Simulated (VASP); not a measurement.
Set up this calculation in VASP 6.6.1, as the native input.

- Task: single point
- Functional: r2SCAN
- Potentials or basis: VASP PAW PBE potentials, release 64 (K_sv, Ta_pv, O)
- Cutoff: 520 eV
- k mesh: 6 × 6 × 6
- Occupations: gaussian, width 0.05 eV
- Spin: no spin polarisation
- Dipole correction: no
- Further INCAR settings: ALGO = Normal; EDIFF = 1e-07; NBANDS = 27

KTaO3:

```
K Ta O
1.0
     3.68918    0.00000    0.00000
     0.00000    3.98830    0.00000
     0.00000    0.00000    3.98830
K Ta O
1 1 3
Cartesian
  1.8446 1.9942 1.9942
  0.0000 0.0000 0.0000
  1.8446 0.0000 0.0000
  0.0000 1.9942 0.0000
  0.0000 0.0000 1.9942
```

This cell differs from its parent crystal: strain -0.0750 x Voigt [1, 0, 0, 0, 0, 0].

The input as run:

POSCAR

```
KTaO3
1.0
    3.6891775000      0.0000000000      0.0000000000
    0.0000000000      3.9883000000      0.0000000000
    0.0000000000      0.0000000000      3.9883000000
K Ta O
1 1 3
Direct
    0.5000000000      0.5000000000      0.5000000000
    0.0000000000      0.0000000000      0.0000000000
    0.5000000000      0.0000000000      0.0000000000
    0.0000000000      0.5000000000      0.0000000000
    0.0000000000      0.0000000000      0.5000000000
```

INCAR.step1

```
PREC = Accurate
ENCUT = 520
ISMEAR = 0
SIGMA = 0.05
LREAL = False
LASPH = True
NELM = 100
NBANDS = 27
GGA = PE
ALGO = Normal
EDIFF = 1E-4
LWAVE = True
LCHARG = False
```

INCAR.step2

```
PREC = Accurate
ENCUT = 520
EDIFF = 1E-7
ISMEAR = 0
SIGMA = 0.05
LREAL = False
LASPH = True
NELM = 100
ALGO = Normal
ISIF = 2
LWAVE = False
LCHARG = False
METAGGA = R2SCAN
LMIXTAU = True
NBANDS = 27
ISTART = 1
```

KPOINTS

```
Automatic mesh
0
Gamma
  6 6 6
```

Potentials or basis: VASP PAW PBE potentials, release 64 (K_sv, Ta_pv, O).

Command:

```sh
$ cat potpaw_PBE.64/K_sv/POTCAR potpaw_PBE.64/Ta_pv/POTCAR potpaw_PBE.64/O/POTCAR > POTCAR
$ cp INCAR.step1 INCAR
$ mpirun -np 1 vasp_std > vasp.out
$ cp INCAR.step2 INCAR
$ mpirun -np 1 vasp_std > vasp.out
```

Results of the run:

| Quantity | Value |
| --- | --- |
| Pressure | 24.2 GPa |
| Band gap on the k mesh | 2.62 eV, indirect (least direct gap 3.16 eV) |

Caveat: the cell differs from its parent crystal (strain -0.0750 x Voigt [1, 0, 0, 0, 0, 0]); the PAW data sets were made with another functional, which shifts forces and pressure a little; spin-orbit coupling is left out, which moves the levels of the heavy elements.

Run time: 2.6 min on 1 thread of Intel(R) Xeon(R) Platinum 8488C (Sapphire Rapids), on a shared host, peak memory 0.21 GiB.
